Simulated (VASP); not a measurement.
Crystal: SiC.

```
Si C
1.0
     0.06975    2.16068    2.16068
     2.16068    0.06975    2.16068
     2.16068    2.16068    0.06975
Si C
1 1
Direct
  0.00175 0.00175 0.00175
  0.24825 0.24825 0.24825
```

This cell differs from its parent crystal: epitaxial 111 strain -4.0%.

Base run:

* Program: VASP 6.6.1
* Functional: r2SCAN
* Potentials or basis: VASP PAW PBE potentials, release 64 (Si, C)
* Cutoff: 520 eV
* k mesh: 10 × 10 × 10
* Occupations: gaussian, width 0.01 eV
* Spin: no spin polarisation

Its results: band gap on the k mesh 1.40 eV, indirect (least direct gap 4.76 eV); pressure 19.3 GPa; largest force 0.004 eV/Å.

**Question.** The run is repeated on the same cell with these changes: functional from r2SCAN to PBE; occupations from gaussian, width 0.01 eV to fermi-dirac, width 0.02 eV. What comes out?

**Answer.** Band gap on the k mesh 1.02 eV, indirect (least direct gap 4.23 eV); pressure 22.9 GPa; largest force 0.058 eV/Å.

Caveats: the PAW data sets were made with another functional, which shifts forces and pressure a little (some runs).

A k mesh can miss the band edges.
